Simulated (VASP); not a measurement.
# Ni (P6_3/mmc) in VASP: notebook

Runs on Ni. Level: PBEsol. Tasks: single point.

Everything below comes from runs of VASP 6.6.1. Logs are shortened: lines on timing, memory, paths and dates and some standing lists are left out, and cuts for length are marked.

### Step 1. The cell of the first run

It takes space group P6_3/mmc (No. 194, hexagonal). Conventional cell: a = 2.412 Å, b = 2.412 Å, c = 7.902 Å, α = 90.00°, β = 90.00°, γ = 120.00°. Ni (site symmetry -3m) has 12 Ni at 2.41 to 2.42 Å within 3.2 Å. Within 3.2 Å of Ni (site symmetry -6m2) lie 12 Ni at 2.41 to 2.42 Å.

This isn't the form of Ni at room conditions, which is fcc.

### Step 2. Single point, PBEsol (9.95 Å³/atom)

The input, INCAR:

```
ALGO = Normal
EDIFF = 1E-6
ENCUT = 520
GGA = PS
ISIF = 2
ISMEAR = -1
LASPH = T
LCHARG = T
LELF = T
LREAL = F
LVHAR = T
LWAVE = F
NBANDS = 28
NELM = 80
PREC = Accurate
SIGMA = 0.1
```

The input, KPOINTS:

```
k-points
0
Gamma
  17 17 5
```

The input, POSCAR:

```
Ni
1.0
    2.4120572072      0.0000000000      0.0000000000
   -1.2060286036      2.0889028168      0.0000000000
    0.0000000000      0.0000000000      7.9017844475
Ni
4
Direct
    1.0000000000      1.0000000000      0.0000000000
    1.0000000000      1.0000000000      0.5000000000
    0.3333333333      0.6666666667      0.2500000000
    0.6666666667      0.3333333333      0.7500000000
```

Potentials or basis: VASP PAW PBE potentials, release 64 (Ni).

The run is started by

```sh
cat potpaw_PBE.64/Ni/POTCAR > POTCAR
mpirun -np 1 vasp_std > vasp.out
```

OUTCAR:

```text
EDIFF = 1E-6
   ENCUT = 520
   GGA = PS
   ISIF = 2
   ISMEAR = -1
   LASPH = T
   LREAL = F
   NELM = 80
   PREC = Accurate

 ion  position               nearest neighbor table
   1  0.000  0.000  0.000-   3 2.42   4 2.42   3 2.42   4 2.42   4 2.42   3 2.42
   2  0.000  0.000  0.500-   3 2.42   4 2.42   3 2.42   4 2.42   4 2.42   3 2.42
   3  0.333  0.667  0.250-   1 2.42   2 2.42   1 2.42   2 2.42   1 2.42   2 2.42
   4  0.667  0.333  0.750-   1 2.42   2 2.42   1 2.42   2 2.42   1 2.42   2 2.42

  LATTYP: Found a hexagonal cell.
 ALAT       =     2.4120572072
 C/A-ratio  =     3.2759523381

  Lattice vectors:

 A1 = (   2.4120572072,   0.0000000000,   0.0000000000)
 A2 = (  -1.2060286036,   2.0889028168,   0.0000000000)
 A3 = (   0.0000000000,   0.0000000000,   7.9017844475)

Analysis of symmetry for initial positions (statically):
=====================================================================
 Subroutine PRICEL returns:
 Original cell was already a primitive cell.

 Routine SETGRP: Setting up the symmetry group for a
 hexagonal supercell.

 Subroutine GETGRP returns: Found 24 space group operations
 (whereof 12 operations were pure point group operations)
 out of a pool of 24 trial point group operations.

The static configuration has the point symmetry D_3d.
 The point group associated with its full space group is D_6h.

Analysis of symmetry for dynamics (positions and initial velocities):
=====================================================================
 Subroutine PRICEL returns:
 Original cell was already a primitive cell.

 Routine SETGRP: Setting up the symmetry group for a
 hexagonal supercell.

 Subroutine GETGRP returns: Found 24 space group operations
 (whereof 12 operations were pure point group operations)
 out of a pool of 24 trial point group operations.

The dynamic configuration has the point symmetry D_3d.
 The point group associated with its full space group is D_6h.

 Subroutine INISYM returns: Found 24 space group operations
 (whereof 12 operations are pure point group operations),
 and found     1 'primitive' translations

----------------------------------------------------------------------------------------

                                     Primitive cell

  volume of cell :      39.8136

  direct lattice vectors                    reciprocal lattice vectors
     2.412057207  0.000000000  0.000000000     0.414583865  0.239360106  0.000000000
    -1.206028604  2.088902817  0.000000000     0.000000000  0.478720212  0.000000000
     0.000000000  0.000000000  7.901784447     0.000000000  0.000000000  0.126553693

  length of vectors
     2.412057207  2.412057207  7.901784447     0.478720212  0.478720212  0.126553693

  position of ions in fractional coordinates (direct lattice)
     0.000000000  0.000000000  0.000000000
     0.000000000  0.000000000  0.500000000
     0.333333333  0.666666667  0.250000000
     0.666666667  0.333333333  0.750000000

  ion indices of the primitive-cell ions
   primitive index   ion index
                 1           1
                 2           2
                 3           3
                 4           4

----------------------------------------------------------------------------------------

 KPOINTS: k-points

Automatic generation of k-mesh.
 Grid dimensions read from file:
 generate k-points for:   17   17    5

 Generating k-lattice:

  Cartesian coordinates                     Fractional coordinates (reciprocal lattice)
     0.024387286  0.014080006  0.000000000     0.058823529  0.000000000  0.000000000
     0.000000000  0.028160012  0.000000000     0.000000000  0.058823529  0.000000000
     0.000000000  0.000000000  0.025310739     0.000000000  0.000000000  0.200000000

  Length of vectors
     0.028160012  0.028160012  0.025310739

  Shift w.r.t. Gamma in fractional coordinates (k-lattice)
     0.000000000  0.000000000  0.000000000

 Subroutine IBZKPT returns following result:
 ===========================================

 Found     99 irreducible k-points:

 Following reciprocal coordinates:
            Coordinates               Weight
  0.000000  0.000000  0.000000      1.000000
  0.058824 -0.000000  0.000000      6.000000
  0.117647  0.000000  0.000000      6.000000
  0.176471  0.000000  0.000000      6.000000
  0.235294  0.000000  0.000000      6.000000
  0.294118  0.000000  0.000000      6.000000
[... 16 lines left out ...]
  0.411765  0.117647  0.000000     12.000000
  0.176471  0.176471  0.000000      6.000000
 [... further k-points ...]
   k-points           NKPTS =     99   k-points in BZ     NKDIM =     99   number of bands    NBANDS=     28
   number of dos      NEDOS =    301   number of ions     NIONS =      4
   total plane-waves  NPLWV =  19440
   dimension x,y,z NGX =    18 NGY =   18 NGZ =   60
   dimension x,y,z NGXF=    36 NGYF=   36 NGZF=  120
   ions per type =               4
   NGX,Y,Z   is equivalent  to a cutoff of  12.41, 12.41, 12.62 a.u.
   NGXF,Y,Z  is equivalent  to a cutoff of  24.81, 24.81, 25.25 a.u.
 SYSTEM =  unknown system
   PREC   = accura    normal or accurate (medium, high low for compatibility)
   ISTART =      0    job   : 0-new  1-cont  2-samecut
   ICHARG =      2    charge: 1-file 2-atom 10-const
   ISPIN  =      1    spin polarized calculation?
   LNONCOLLINEAR =      F non collinear calculations
   LSORBIT =      F    spin-orbit coupling
   LASPH  =      T    aspherical Exc in radial PAW
   ENCUT  =  520.0 eV  38.22 Ry    6.18 a.u.   4.48  4.48 14.69*2*pi/ulx,y,z
   NELM   =     80;   NELMIN=  2; NELMDL= -5     # of ELM steps
   EDIFF  = 0.1E-05   stopping-criterion for ELM
   LREAL  =      F    real-space projection
   EDIFFG = 0.1E-04   stopping-criterion for IOM
   NSW    =      0    number of steps for IOM
   IBRION =     -1    ionic relax: 0-MD 1-quasi-New 2-CG
   NFREE  =      0    steps in history (QN), initial steepest desc. (CG)
   ISIF   =      2    stress and relaxation
   ISYM   =      2    0-nonsym 1-usesym 2-fastsym
   POTIM  = 0.5000    time-step for ionic-motion
   TEBEG  =    0.0;   TEEND  =   0.0 temperature during run
   PSTRESS=    0.0 pullay stress
   NELECT =      40.0000    total number of electrons
   NUPDOWN=      -1.0000    fix difference up-down
   EMIN   =  10.00;   EMAX   =-10.00  energy-range for DOS
   EFERMI =   0.00;   METHOD = LEGACY
   ISMEAR =    -1;   SIGMA  =   0.10  broadening in eV -4-tet -1-fermi 0-gaus
   EFERMI_NEDOS =   21; number of points for ismear=-14 and -15
   IALGO  =     38    algorithm
   IMIX   =      4    mixing-type and parameters
     AMIX     =   0.40;   BMIX     =  1.00
     AMIX_MAG =   1.60;   BMIX_MAG =  1.00
  volume/ion in A,a.u.               =       9.95        67.17
  Fermi-wavevector in a.u.,A,eV,Ry     =   1.639650  3.098489 36.578612  2.688452
  Thomas-Fermi vector in A             =   2.730420
   LORBIT       =      0    0 simple, 1 ext, 2 COOP (PROOUT), +10 PAW based schemes
   GGA     = PS    functional components
   LHFCALC =     F    Hartree Fock is set to
   AEXX    =    0.0000 exact exchange contribution
   IVDW    =     0    specifies the selected vdW correction
   LEPSILON=     F    determine dielectric tensor
   LRPA    =     F    only Hartree local field effects (RPA)
 non-spin polarized calculation
  energy-cutoff  :      520.00
  volume of cell :       39.81
 maximum number of plane-waves:      1095
 NGX is ok and might be reduce to    18
   NGX =  9   NGY =  9   NGZ = 29

 number of electron      39.9999949 magnetization

 Free energy of the ion-electron system (eV)
  ---------------------------------------------------
  ext. energy  EPLUGINS =         0.00000000
  ---------------------------------------------------
  free energy    TOTEN  =       -24.44294794 eV

  energy without entropy =      -24.10609654  energy(sigma->0) =      -24.27452224

 E-fermi :  10.3659     XC(G=0): -13.9711

 val. band max:       10.3631786223   @ k =   0.2353   0.1765   0.4000
 cond. band min:      10.3659166035   @ k =   0.3529   0.1765   0.0000
 fundamental gap:      0.0027379812
 Fermi energy:        10.3658983375

 k-point     1 :       0.0000    0.0000    0.0000
  band No.  band energies     occupation
      1       0.8025      2.00000
      2       3.1739      2.00000
      3       3.1744      2.00000
      4       5.3566      2.00000
      5       7.7729      2.00000
      6       7.8059      2.00000
[... 20 lines left out ...]
     27      25.8375      0.00000
     28      33.5688      0.00000

 k-point     2 :       0.0588   -0.0000    0.0000
  band No.  band energies     occupation
      1       0.9317      2.00000
      2       3.2869      2.00000
      3       3.2874      2.00000
      4       5.4423      2.00000
      5       7.6984      2.00000
      6       7.7684      2.00000
[... 20 lines left out ...]
     27      25.9288      0.00000
     28      32.7314      0.00000

 k-point     3 :       0.1176    0.0000    0.0000
  band No.  band energies     occupation
      1       1.3135      2.00000
      2       3.6136      2.00000
      3       3.6141      2.00000
      4       5.6825      2.00000
      5       7.5289      2.00000
      6       7.6715      2.00000
[... 20 lines left out ...]
     27      26.1966      0.00000
     28      30.1330      0.00000

 k-point     4 :       0.1765    0.0000    0.0000
  band No.  band energies     occupation
      1       1.9293      2.00000
      2       4.1110      2.00000
      3       4.1112      2.00000
      4       6.0175      2.00000
      5       7.3427      2.00000
      6       7.5142      2.00000
[... 578 lines left out ...]
     27      20.5707      0.00000
     28      21.2661      0.00000

 k-point    23 :       0.4118    0.1176    0.0000
  band No.  band energies     occupation
      1       5.6216      2.00000
      2       5.6759      2.00000
      3       6.0827      2.00000
      4       6.3891      2.00000
      5       6.7865      2.00000
      6       6.7888      2.00000
[... 20 lines left out ...]
     27      21.3847      0.00000
     28      21.9937      0.00000

 k-point    24 :       0.1765    0.1765    0.0000
  band No.  band energies     occupation
      1       3.9181      2.00000
      2       5.4130      2.00000
      3       5.4175      2.00000
      4       6.7371      2.00000
      5       6.8251      2.00000
      6       7.0219      2.00000
[... 20 lines left out ...]
     27      23.6604      0.00000
     28      25.5122      0.00000

 [... further k-points ...]
[... 5 lines left out ...]
  --------------------------------------------------------------------------------------
  -------------------------------------------------------------------------------------
  Total        2.5904362      2.5904362      2.5960449      0.0000000      0.0000000      0.0000000
  in kB      104.2443366    104.2443366    104.4700396      0.0000000      0.0000000      0.0000000
  external PRESSURE =     104.3195709 kB  Pullay stress =       0.0000000 kB

 VOLUME and BASIS-vectors are now :
 -----------------------------------------------------------------------------
  energy-cutoff  :      520.00
  volume of cell :       39.81
      direct lattice vectors                 reciprocal lattice vectors
     2.412057207  0.000000000  0.000000000     0.414583865  0.239360106  0.000000000
    -1.206028604  2.088902817  0.000000000     0.000000000  0.478720212  0.000000000
     0.000000000  0.000000000  7.901784447     0.000000000  0.000000000  0.126553693

 POSITION                                       TOTAL-FORCE (eV/Angst)
 -----------------------------------------------------------------------------------
      0.00000      0.00000      0.00000         0.000000     -0.000000     -0.000000
      0.00000      0.00000      3.95089         0.000000     -0.000000     -0.000000
     -0.00000      1.39260      1.97545         0.000000     -0.000000      0.000000
      1.20603      0.69630      5.92634        -0.000000      0.000000      0.000000
 -----------------------------------------------------------------------------------
    total drift:                                0.000000     -0.000000      0.000000

  FREE ENERGIE OF THE ION-ELECTRON SYSTEM (eV)
  ---------------------------------------------------
  free  energy   TOTEN  =       -24.4429479410 eV

  energy  without entropy=      -24.1060965362  energy(sigma->0) =      -24.27452224
```

It took 48 s on 1 thread of Intel Xeon 6975P-C (Granite Rapids), shared host; peak memory 0.2 GiB.

Results:

| Item | Value |
| --- | --- |
| Free energy | -24.4429 eV |
| Pressure | 10.4 GPa |
| Band gap on the k mesh | zero (bands 20 and 21 overlap by 0.65 eV) |

Levels at points of the mesh, in eV from the Fermi level:
| k point | band 18 | band 19 | band 20 | band 21 | band 22 | band 23 |
| --- | --- | --- | --- | --- | --- | --- |
| (0.00, 0.00, 0.00) | -0.77 | -0.77 | -0.50 | -0.50 | -0.42 | -0.09 |

Caveat: the cell stands under pressure; the PAW data sets were made with another functional, which shifts forces and pressure a little; the run has no spin polarisation, though such a crystal can be magnetic.

### Step 3. Single point, PBEsol (10.37 Å³/atom)

This run uses another cell than the first one, of 10.37 Å³/atom.

The input, INCAR:

```
SYSTEM = Ni
PREC = Accurate
ENCUT = 520
EDIFF = 1E-7
ISMEAR = -1
SIGMA = 0.1
LREAL = .False.
LASPH = .True.
NELM = 80
ALGO = Normal
ISIF = 2
LWAVE = .False.
LCHARG = .False.
GGA = PS
NBANDS = 28
```

The input, KPOINTS:

```
Automatic mesh
0
Gamma
  17 17 5
  0 0 0
```

The input, POSCAR:

```
Ni
1.0
    2.4451031932      0.0000000000      0.0000000000
   -1.2225515966      2.1175214801      0.0000000000
    0.0000000000      0.0000000000      8.0100415225
Ni
4
Direct
    1.0000000000      1.0000000000      0.0000000000
    1.0000000000      1.0000000000      0.5000000000
    0.3333333333      0.6666666667      0.2500000000
    0.6666666667      0.3333333333      0.7500000000
```

Potentials or basis: VASP PAW PBE potentials, release 64 (Ni).

The run is started by

```sh
cat potpaw_PBE.64/Ni/POTCAR > POTCAR
mpirun -np 1 vasp_std > vasp.out
```

Run time: 57 s. Hardware: 1 thread of Intel Xeon 6975P-C (Granite Rapids), shared host; peak memory 0.2 GiB.

Results (log left out):

```
Free energy            : -24.4938 eV
Pressure               : 0.0 GPa
Band gap on the k mesh : zero (bands 20 and 21 overlap by 0.61 eV)
```

Levels at points of the mesh, in eV from the Fermi level:
| k point | band 17 | band 18 | band 19 | band 20 | band 21 | band 22 | band 23 | band 24 |
| --- | --- | --- | --- | --- | --- | --- | --- | --- |
| (0.00, 0.00, 0.00) | -1.04 | -0.72 | -0.72 | -0.48 | -0.48 | -0.33 | -0.09 | -0.09 |

Caveat: the PAW data sets were made with another functional, which shifts forces and pressure a little; the run has no spin polarisation, though such a crystal can be magnetic. Spin polarisation is off, so any magnetic state and its effect on volume and gap are missing.

### Step 4. Single point, PBEsol (10.78 Å³/atom)

This run uses another cell than the first one, of 10.78 Å³/atom.

The input, INCAR:

```
SYSTEM = Ni
ALGO = Normal
EDIFF = 1E-6
ENCUT = 520
GGA = PS
ISIF = 2
ISMEAR = -1
LASPH = .TRUE.
LCHARG = .FALSE.
LREAL = .FALSE.
LWAVE = .FALSE.
NBANDS = 28
NELM = 100
PREC = Accurate
SIGMA = 0.1
```

The input, KPOINTS:

```
k-points
0
G
  17 17 5
  0 0 0
```

The input, POSCAR:

```
Ni
1.0
    2.4772792935      0.0000000000      0.0000000000
   -1.2386396467      2.1453868004      0.0000000000
    0.0000000000      0.0000000000      8.1154488935
Ni
4
Direct
    1.0000000000      1.0000000000      0.0000000000
    1.0000000000      1.0000000000      0.5000000000
    0.3333333333      0.6666666667      0.2500000000
    0.6666666667      0.3333333333      0.7500000000
```

The run is started by

```sh
cat potpaw_PBE.64/Ni/POTCAR > POTCAR
mpirun -np 1 vasp_std > vasp.out
```

Wall time 54 s (1 thread of Intel Xeon 6975P-C (Granite Rapids), shared host); peak memory 0.21 GiB.

It converged, with:

* Free energy: -24.4500 eV
* Pressure: -8.1 GPa
* Band gap on the k mesh: zero (bands 20 and 21 overlap by 0.57 eV)

Levels at points of the mesh, in eV from the Fermi level:
```csv
k point,band 17,band 18,band 19,band 20,band 21,band 22,band 23,band 24
"(0.00, 0.00, 0.00)",-0.99,-0.68,-0.68,-0.45,-0.45,-0.26,-0.09,-0.09
```

Caveat: the cell stands under tension; the PAW data sets were made with another functional, which shifts forces and pressure a little; the run has no spin polarisation, though such a crystal can be magnetic. Spin polarisation is off, so any magnetic state and its effect on volume and gap are missing.

[end of part 1 of 2]
